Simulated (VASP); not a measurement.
Set up this calculation in VASP 6.6.1, as the native input.

- Task: single point
- Functional: PBE
- Potentials or basis: VASP PAW PBE potentials, release 64 (Cl, Na_pv)
- Cutoff: 520 eV
- k mesh: 6 × 6 × 6
- Occupations: fermi-dirac, width 0.02 eV
- Spin: no spin polarisation
- Dipole correction: no
- Further INCAR settings: ALGO = Normal; EDIFF = 1e-07; NBANDS = 14

The structure of NaCl lies in POSCAR:

```
NaCl
1.0
    0.0000000000      2.7940632177      2.7940632177
    2.7940632177      0.0000000000      2.7940632177
    2.7940632177      2.7940632177      0.0000000000
Cl Na
1 1
Direct
    0.5000000000      0.5000000000      0.5000000000
    0.0000000000      0.0000000000      0.0000000000
```

The input as run:

INCAR

```
SYSTEM = NaCl
ALGO = Normal ; EDIFF = 1E-7
ENCUT = 520 ; GGA = PE
ISIF = 2 ; ISMEAR = -1
LASPH = .TRUE. ; LCHARG = .FALSE.
LREAL = .FALSE. ; LWAVE = .FALSE.
NBANDS = 14 ; NELM = 80
PREC = Accurate ; SIGMA = 0.02
```

KPOINTS

```
k-points
0
G
  6 6 6
  0 0 0
```

Potentials or basis: VASP PAW PBE potentials, release 64 (Cl, Na_pv).

Command:

```console
$ cat potpaw_PBE.64/Cl/POTCAR potpaw_PBE.64/Na_pv/POTCAR > POTCAR
$ mpirun -np 1 vasp_std > vasp.out
```

It gave:

The pressure is 1.5 GPa and the band gap on the k mesh is 5.22 eV, direct.

Wall time 14 s on 1 thread of Intel(R) Xeon(R) Platinum 8259CL CPU @ 2.50GHz (Skylake/Cascade Lake), with other jobs on the host, peak memory 0.16 GiB.
